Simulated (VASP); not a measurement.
A run of VASP 6.6.1 is set up as follows.

The input POSCAR:

```
C
1.0
    0.0000000000      1.7835000000      1.7835000000
    1.7835000000      0.0000000000      1.7835000000
    1.7835000000      1.7835000000      0.0000000000
C
2
Direct
    0.0000000000      0.0000000000      0.0000000000
    0.2500000000      0.2500000000      0.2500000000
```

Contents of INCAR.step1:

```
PREC = Accurate
ENCUT = 500
EDIFF = 1E-8
ISMEAR = 0
SIGMA = 0.01
LREAL = F
LASPH = T
NELM = 100
ALGO = Normal
LWAVE = T
LCHARG = F
GGA = PE
```

The input INCAR.step2:

```
PREC = Accurate
ENCUT = 500
EDIFF = 1E-8
ISMEAR = 0
SIGMA = 0.01
LREAL = F
LASPH = T
NELM = 1
ALGO = Exact
LWAVE = T
LCHARG = F
GGA = PE
NBANDS = 114
LOPTICS = T
ISTART = 1
```

INCAR.step3

```
PREC = Accurate
ENCUT = 500
EDIFF = 1E-8
ISMEAR = 0
SIGMA = 0.01
LREAL = F
LASPH = T
ALGO = EVGW0
LWAVE = F
LCHARG = F
GGA = PE
NELMGW = 1
NBANDS = 114
ENCUTGW = 180.0
NOMEGA = 48
PRECFOCK = Fast
ISTART = 1
NBANDSGW = 12
```

Contents of KPOINTS:

```
Automatic mesh
0
Gamma
  2 2 2
```

Potentials or basis: VASP PAW PBE potentials, release 64 (C_GW).

The run is started by

```console
$ cat potpaw_PBE.64/C_GW/POTCAR > POTCAR
$ cp INCAR.step1 INCAR
$ mpirun -np 1 vasp_std > vasp.out
$ cp INCAR.step2 INCAR
$ mpirun -np 1 vasp_std > vasp.out
$ cp INCAR.step3 INCAR
$ mpirun -np 1 vasp_std > vasp.out
```

(1) Estimate the quasiparticle gap.

(2) Estimate the least direct quasiparticle gap.

(3) What does it give for the band gap on the k mesh, mean-field level?

Answers

(1) 5.37 eV.

(2) 6.99 eV.

(3) 4.56 eV, indirect (least direct gap 5.50 eV).

Caveat: the k points lie up to 1.53 Å⁻¹ apart; bands, screening cutoff and mesh are small and nothing is extrapolated, so the quasiparticle values aren't converged.
